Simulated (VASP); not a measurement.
# As (I4_1/amd) in VASP: relaxation of cell and atoms with PBE

Aim: the relaxation of cell and atoms of As with PBE.

Everything below comes from runs of VASP 6.6.1. Logs are shortened: lines on timing, memory, paths and dates and some standing lists are left out, and cuts for length are marked.

### Step 1. The cell of the first run

It takes space group I4_1/amd (No. 141, tetragonal). The conventional cell has a = 4.963 Å, b = 4.963 Å, c = 2.610 Å, α = 90.00°, β = 90.00°, γ = 90.00°. Within 3.4 Å of As (site symmetry -4m2) lie 10 As at 2.57 to 3.16 Å.

### Step 2. Relaxation of cell and atoms, PBE, target pressure 30 GPa, at which the enthalpy is minimised

Input file INCAR:

```
ALGO = Normal
EDIFF = 1E-6
EDIFFG = -0.005
ENCUT = 600
GGA = PE
IBRION = 2
ISIF = 3
ISMEAR = -1
LASPH = T
LCHARG = F
LREAL = F
LWAVE = F
NELM = 60
NSW = 32
PREC = Accurate
PSTRESS = 300.0
SIGMA = 0.1
```

Input file KPOINTS:

```
k-points
0
Gamma
  16 16 16
```

Input file POSCAR:

```
As
1.0
   -2.4814929712      2.4814929712      1.3051178310
    2.4814929712     -2.4814929712      1.3051178310
    2.4814929712      2.4814929712     -1.3051178310
As
2
Direct
   -0.3750000000     -0.1250000000     -0.2500000000
    0.3750000000      0.1250000000      0.2500000000
```

Potentials or basis: VASP PAW PBE potentials, release 64 (As).

Launch:

```bash
$ cat potpaw_PBE.64/As/POTCAR > POTCAR
$ mpirun -np 1 vasp_std > vasp.out
```

OUTCAR:

```text
EDIFF = 1E-6
   EDIFFG = -0.005
   ENCUT = 600
   GGA = PE
   IBRION = 2
   ISIF = 3
   ISMEAR = -1
   LASPH = T
   LREAL = F
   NELM = 60
   NSW = 32
   PREC = Accurate
   PSTRESS = 300.0

 ion  position               nearest neighbor table
   1  0.625  0.875  0.750-   2 2.57   2 2.57   2 2.57   2 2.57
   2  0.375  0.125  0.250-   1 2.57   1 2.57   1 2.57   1 2.57

  LATTYP: Found a body centered tetragonal cell.
 ALAT       =     4.9629859424
 C/A-ratio  =     0.5259405713

  Lattice vectors:

 A1 = (  -2.4814929712,   2.4814929712,   1.3051178310)
 A2 = (   2.4814929712,  -2.4814929712,   1.3051178310)
 A3 = (   2.4814929712,   2.4814929712,  -1.3051178310)

Analysis of symmetry for initial positions (statically):
=====================================================================
 Subroutine PRICEL returns:
 Original cell was already a primitive cell.

 Routine SETGRP: Setting up the symmetry group for a
 body centered tetragonal supercell.

 Subroutine GETGRP returns: Found 16 space group operations
 (whereof  4 operations were pure point group operations)
 out of a pool of 16 trial point group operations.

The static configuration has the point symmetry C_2h.
 The point group associated with its full space group is D_4h.

Analysis of symmetry for dynamics (positions and initial velocities):
=====================================================================
 Subroutine PRICEL returns:
 Original cell was already a primitive cell.

 Routine SETGRP: Setting up the symmetry group for a
 body centered tetragonal supercell.

 Subroutine GETGRP returns: Found 16 space group operations
 (whereof  4 operations were pure point group operations)
 out of a pool of 16 trial point group operations.

The dynamic configuration has the point symmetry C_2h.
 The point group associated with its full space group is D_4h.

 Subroutine INISYM returns: Found 16 space group operations
 (whereof  4 operations are pure point group operations),
 and found     1 'primitive' translations

----------------------------------------------------------------------------------------

                                     Primitive cell

  volume of cell :      32.1467

  direct lattice vectors                    reciprocal lattice vectors
    -2.481492971  2.481492971  1.305117831     0.000000000  0.201491604  0.383107171
     2.481492971 -2.481492971  1.305117831     0.201491604  0.000000000  0.383107171
     2.481492971  2.481492971 -1.305117831     0.201491604  0.201491604  0.000000000

  length of vectors
     3.744188468  3.744188468  3.744188468     0.432862531  0.432862531  0.284952160

  position of ions in fractional coordinates (direct lattice)
     0.625000000  0.875000000  0.750000000
     0.375000000  0.125000000  0.250000000

  ion indices of the primitive-cell ions
   primitive index   ion index
                 1           1
                 2           2

----------------------------------------------------------------------------------------

 KPOINTS: k-points

Automatic generation of k-mesh.
 Grid dimensions read from file:
 generate k-points for:   16   16   16

 Generating k-lattice:

  Cartesian coordinates                     Fractional coordinates (reciprocal lattice)
     0.000000000  0.012593225  0.023944198     0.062500000  0.000000000 -0.000000000
     0.012593225  0.000000000  0.023944198     0.000000000  0.062500000 -0.000000000
     0.012593225  0.012593225  0.000000000     0.000000000  0.000000000  0.062500000

  Length of vectors
     0.027053908  0.027053908  0.017809510

  Shift w.r.t. Gamma in fractional coordinates (k-lattice)
     0.000000000  0.000000000  0.000000000

 Subroutine IBZKPT returns following result:
 ===========================================

 Found    349 irreducible k-points:

 Following reciprocal coordinates:
            Coordinates               Weight
  0.000000  0.000000  0.000000      1.000000
  0.062500  0.000000  0.000000      8.000000
  0.125000  0.000000  0.000000      8.000000
  0.187500  0.000000  0.000000      8.000000
  0.250000  0.000000  0.000000      8.000000
  0.312500  0.000000 -0.000000      8.000000
[... 16 lines left out ...]
 -0.125000  0.062500  0.000000     16.000000
 -0.062500  0.062500  0.000000      4.000000
 [... further k-points ...]
   k-points           NKPTS =    349   k-points in BZ     NKDIM =    349   number of bands    NBANDS=      9
   number of dos      NEDOS =    301   number of ions     NIONS =      2
   total plane-waves  NPLWV =  27000
   dimension x,y,z NGX =    30 NGY =   30 NGZ =   30
   dimension x,y,z NGXF=    60 NGYF=   60 NGZF=   60
   ions per type =               2
   NGX,Y,Z   is equivalent  to a cutoff of  13.32, 13.32, 13.32 a.u.
   NGXF,Y,Z  is equivalent  to a cutoff of  26.64, 26.64, 26.64 a.u.
 SYSTEM =  unknown system
   PREC   = accura    normal or accurate (medium, high low for compatibility)
   ISTART =      0    job   : 0-new  1-cont  2-samecut
   ICHARG =      2    charge: 1-file 2-atom 10-const
   ISPIN  =      1    spin polarized calculation?
   LNONCOLLINEAR =      F non collinear calculations
   LSORBIT =      F    spin-orbit coupling
   LASPH  =      T    aspherical Exc in radial PAW
   ENCUT  =  600.0 eV  44.10 Ry    6.64 a.u.   7.48  7.48  7.48*2*pi/ulx,y,z
   NELM   =     60;   NELMIN=  2; NELMDL= -5     # of ELM steps
   EDIFF  = 0.1E-05   stopping-criterion for ELM
   LREAL  =      F    real-space projection
   EDIFFG = -.5E-02   stopping-criterion for IOM
   NSW    =     32    number of steps for IOM
   IBRION =      2    ionic relax: 0-MD 1-quasi-New 2-CG
   NFREE  =      1    steps in history (QN), initial steepest desc. (CG)
   ISIF   =      3    stress and relaxation
   ISYM   =      2    0-nonsym 1-usesym 2-fastsym
   POTIM  = 0.5000    time-step for ionic-motion
   TEBEG  =    0.0;   TEEND  =   0.0 temperature during run
   PSTRESS=  300.0 pullay stress
   NELECT =      10.0000    total number of electrons
   NUPDOWN=      -1.0000    fix difference up-down
   EMIN   =  10.00;   EMAX   =-10.00  energy-range for DOS
   EFERMI =   0.00;   METHOD = LEGACY
   ISMEAR =    -1;   SIGMA  =   0.10  broadening in eV -4-tet -1-fermi 0-gaus
   EFERMI_NEDOS =   21; number of points for ismear=-14 and -15
   IALGO  =     38    algorithm
   IMIX   =      4    mixing-type and parameters
     AMIX     =   0.40;   BMIX     =  1.00
     AMIX_MAG =   1.60;   BMIX_MAG =  1.00
  volume/ion in A,a.u.               =      16.07       108.47
  Fermi-wavevector in a.u.,A,eV,Ry     =   1.109250  2.096179 16.741102  1.230436
  Thomas-Fermi vector in A             =   2.245788
   LORBIT       =      0    0 simple, 1 ext, 2 COOP (PROOUT), +10 PAW based schemes
   GGA     = PE    functional components
   LHFCALC =     F    Hartree Fock is set to
   AEXX    =    0.0000 exact exchange contribution
   IVDW    =     0    specifies the selected vdW correction
   LEPSILON=     F    determine dielectric tensor
   LRPA    =     F    only Hartree local field effects (RPA)
 conjugate gradient relaxation of ions
 non-spin polarized calculation
  energy-cutoff  :      600.00
  volume of cell :       32.15
 maximum number of plane-waves:      1105
 NGX is ok and might be reduce to    30
   NGX = 15   NGY = 15   NGZ = 15

--------------------------------------- Ionic step        1  -------------------------------------------

 number of electron      10.0000000 magnetization

 number of electron       9.9999999 magnetization

 Free energy of the ion-electron system (eV)
  ---------------------------------------------------
  ext. energy  EPLUGINS =         0.00000000
  ---------------------------------------------------
  free energy    TOTEN  =        -8.23852513 eV

  energy without entropy =       -8.21467499  energy(sigma->0) =       -8.22660006

------------------------ aborting loop because EDIFF is reached ----------------------------------------

  FORCE on cell =-STRESS in cart. coord.  units (eV):
  Direction    XX          YY          ZZ          XY          YZ          ZX
  --------------------------------------------------------------------------------------
  -------------------------------------------------------------------------------------
  Total        6.1590819      6.1590819      6.1542288     -0.0000000      0.0000000      0.0000000
  in kB      306.9663330    306.9663330    306.7244592     -0.0000000      0.0000000      0.0000000
  external PRESSURE =       6.8857084 kB  Pullay stress =     300.0000000 kB
[... 61 lines left out ...]
  enthalpy is  TOTEN    =        -2.2186213035 eV   P V=        6.0796863263

--------------------------------------- Ionic step        3  -------------------------------------------

 number of electron       9.9999999 magnetization

 Free energy of the ion-electron system (eV)
  ---------------------------------------------------
  ext. energy  EPLUGINS =         0.00000000
  ---------------------------------------------------
  free energy    TOTEN  =        -8.25959114 eV

  energy without entropy =       -8.23562322  energy(sigma->0) =       -8.24760718

 E-fermi :   8.7229     XC(G=0): -11.4156

 val. band max:        8.7207983167   @ k =   0.4375   0.2500   0.0625
 cond. band min:       8.7369653776   @ k =   0.1875   0.0625   0.0000
 fundamental gap:      0.0161670608
 Fermi energy:         8.7228802541

 k-point     1 :       0.0000    0.0000    0.0000
  band No.  band energies     occupation
      1      -8.4050      2.00000
      2       0.6722      2.00000
      3       3.5197      2.00000
      4       3.5197      2.00000
      5      10.2565      0.00000
      6      13.8171      0.00000
      7      13.8171      0.00000
      8      15.1842      0.00000
      9      15.4827      0.00000
[... 265 lines left out ...]
 k-point    24 :      -0.0625    0.0625    0.0000
  band No.  band energies     occupation
      1      -8.3599      2.00000
      2       0.3492      2.00000
      3       3.5686      2.00000
      4       3.7550      2.00000
      5      10.4756      0.00000
      6      13.3090      0.00000
      7      13.5689      0.00000
      8      15.3719      0.00000
      9      15.4492      0.00000

 [... further k-points ...]

------------------------ aborting loop because EDIFF is reached ----------------------------------------

  FORCE on cell =-STRESS in cart. coord.  units (eV):
  Direction    XX          YY          ZZ          XY          YZ          ZX
  --------------------------------------------------------------------------------------
  -------------------------------------------------------------------------------------
  Total        6.0426305      6.0426305      6.0425154     -0.0000000     -0.0000000      0.0000000
  in kB      300.1238957    300.1238957    300.1181822     -0.0000000     -0.0000000      0.0000000
  external PRESSURE =       0.1219912 kB  Pullay stress =     300.0000000 kB
[... 17 lines left out ...]
  FREE ENERGIE OF THE ION-ELECTRON SYSTEM (eV)
  ---------------------------------------------------
  free  energy   TOTEN  =        -8.2595911407 eV

  energy  without entropy=       -8.2356232225  energy(sigma->0) =       -8.24760718

  enthalpy is  TOTEN    =        -2.2194551503 eV   P V=        6.0401359904

 reached required accuracy - stopping structural energy minimisation
```

It took 74 s on 1 thread of Intel Xeon 6975P-C (Granite Rapids), shared host; peak memory 0.27 GiB.

Results:

```yaml
Free_energy: -8.2596 eV
Relaxed_volume: 16.13 Å³/atom
Relaxed_cell: a = 3.749 Å, b = 3.749 Å, c = 3.749 Å, α = 96.98°, β = 96.98°, γ = 139.20°
Space_group_after_relaxing_to_0.1_Å: I4_1/amd (No. 141)
Energy_change_on_relaxing_the_run_minimises_the_enthalpy: -10.5 meV/atom
Ionic_steps: 3
Pressure_after_relaxing: 30.0 GPa
Band_gap_on_the_k_mesh: zero (bands 5 and 6 overlap by 8.16 eV)
```

Step by step:
| step | energy change (eV) | largest force (eV/Å) | pressure (GPa) | volume (Å³) |
| --- | --- | --- | --- | --- |
| 1 | 0.0000 | 0.0000 | 30.69 | 32.15 |
| 2 | -0.0598 | 0.0000 | 28.75 | 32.47 |
| 3 | -0.0211 | 0.0000 | 30.01 | 32.26 |

Final structure:
```
As
1.0
    -2.48439    2.48439    1.30659
     2.48439   -2.48439    1.30659
     2.48439    2.48439   -1.30659
As
2
Direct
  0.62500 0.87500 0.75000
  0.37500 0.12500 0.25000
```

Levels at points of the mesh, in eV from the Fermi level:
```csv
k point,band 2,band 3,band 4,band 5,band 6,band 7,band 8,band 9
"(0.00, 0.00, 0.00)",-8.05,-5.20,-5.20,1.53,5.09,5.09,6.46,6.76
"(0.50, 0.00, 0.00)",-9.43,-5.75,-4.85,-3.82,0.62,1.12,3.08,7.05
"(0.50, 0.50, 0.00)",-14.28,-2.13,-2.13,-0.87,-0.87,6.10,6.10,10.47
"(0.50, 0.50, 0.50)",-12.78,-8.73,-8.73,4.81,4.81,8.34,8.34,13.56
```

Caveat: the cell is relaxed towards a set pressure, so the run minimises the enthalpy, not the energy.
